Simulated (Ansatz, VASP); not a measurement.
HfMoC2 in VASP and in Ansatz

POSCAR

```
HfMoC2
1.0
    3.1914230000      0.0000000000      0.0000000000
    0.0000000000      3.1914230000      0.0000000000
    0.0000000000      0.0000000000      4.4851640000
Hf Mo C
1 1 2
Direct
    0.0000000000      0.0000000000      0.0000000000
    0.5000000000      0.5000000000      0.5000000000
    0.5000000000      0.5000000000      0.0000000000
    0.0000000000      0.0000000000      0.5000000000
```

Contents of INCAR.step1:

```
SYSTEM = HfMoC2
PREC     = Accurate       ! precision mode
ENCUT    = 520            ! plane-wave cutoff, eV
ISMEAR   = -1             ! smearing method
SIGMA    = 0.05           ! smearing width, eV
LREAL    = .FALSE.        ! projectors in reciprocal space
LASPH    = .TRUE.         ! aspherical terms in the spheres
NELM     = 150            ! most SCF steps
LMAXMIX  = 4              ! l up to which the mixer works
LDAU     = .TRUE.         ! DFT+U
LDAUTYPE = 2            
LDAUL    = 2 2 -1         ! shell
LDAUU    = 8 8 0          ! U, eV
LDAUJ    = 0 0 0        
NBANDS   = 24             ! bands
GGA      = PE             ! functional
ALGO     = Normal         ! electronic algorithm
EDIFF    = 1E-4           ! SCF threshold, eV
LWAVE    = .TRUE.         ! write WAVECAR
LCHARG   = .FALSE.        ! write CHGCAR
```

File INCAR.step2:

```
SYSTEM = HfMoC2
PREC     = Accurate       ! precision mode
ENCUT    = 520            ! plane-wave cutoff, eV
EDIFF    = 1E-6           ! SCF threshold, eV
ISMEAR   = -1             ! smearing method
SIGMA    = 0.05           ! smearing width, eV
LREAL    = .FALSE.        ! projectors in reciprocal space
LASPH    = .TRUE.         ! aspherical terms in the spheres
NELM     = 150            ! most SCF steps
ALGO     = Normal         ! electronic algorithm
ISIF     = 2              ! what is computed and relaxed
LWAVE    = .FALSE.        ! write WAVECAR
LCHARG   = .FALSE.        ! write CHGCAR
LMAXMIX  = 4              ! l up to which the mixer works
LDAU     = .TRUE.         ! DFT+U
LDAUTYPE = 2            
LDAUL    = 2 2 -1         ! shell
LDAUU    = 8 8 0          ! U, eV
LDAUJ    = 0 0 0        
LDAUPRINT= 1            
METAGGA  = R2SCAN         ! meta-GGA
LMIXTAU  = .TRUE.       
NBANDS   = 24             ! bands
ISTART   = 1
```

File KPOINTS:

```
regular mesh
0
G
  8 8 6
  0 0 0
```

input.yaml

```yaml
crystal:
  lattice:
    - [3.191423, 0.0, 0.0]
    - [0.0, 3.191423, 0.0]
    - [0.0, 0.0, 4.485164]
  atoms:
    - { symbol: Hf, position: [0.0, 0.0, 0.0] }
    - { symbol: Mo, position: [0.5, 0.5, 0.5] }
    - { symbol: C, position: [0.5, 0.5, 0.0] }
    - { symbol: C, position: [0.0, 0.0, 0.5] }
hamiltonian:
  xc: r2scan
  pseudopotentials: { kind: paw }
  hubbard:
    sites:
      - { species: Hf, l: d, u_eff: 8.0 }
      - { species: Mo, l: d, u_eff: 8.0 }
kpoints:
  mp_grid: { grid: [8, 8, 6] }
scf:
  occupations: { method: fermi_dirac, width: 0.05 }
  n_extra_bands: 10
output:
  forces: true
  stress: true
  eigenvalues: true
  dos: { projected: true, de: 0.05, nscf_kmesh: { grid: [12, 12, 9] } }
```

Alike in both runs: functional r2SCAN; k mesh 8 × 8 × 6; occupations fermi-dirac, width 0.05 eV; no spin polarisation; Hubbard terms Hf d U = 8.0 eV, Mo d U = 8.0 eV.

```csv
,VASP,Ansatz
version,VASP 6.6.1,Ansatz 0.2.0
potentials or method,"VASP PAW PBE potentials, release 64 (Hf_pv, Mo_sv, C)",Ansatz PAW
plane-wave cutoff (eV),520,500
valence electrons in the cell,32,48
task,single point,projected density of states
```

Ansatz gave:

- gap on the k mesh at the Fermi level (eV): none
- pressure (GPa): 13.3
- traceless stress, the component that is largest in VASP (GPa): 5.52

Problem. Which values does VASP return?

Solution. gap on the k mesh at the Fermi level (eV): none; pressure (GPa): 21.7; traceless stress, the component that is largest in VASP (GPa): 2.06.

VASP's potentials were made for PBE, not for r2SCAN. The programs project onto different local orbitals, so the same U acts differently, and such runs can settle in different states. A gap of «none» marks a metal or a gap that the smearing closes. VASP's potentials hold 32 valence electrons a cell and Ansatz's 48, so a difference there can come from the potentials and not from the codes.

Neither program's run includes spin-orbit coupling.
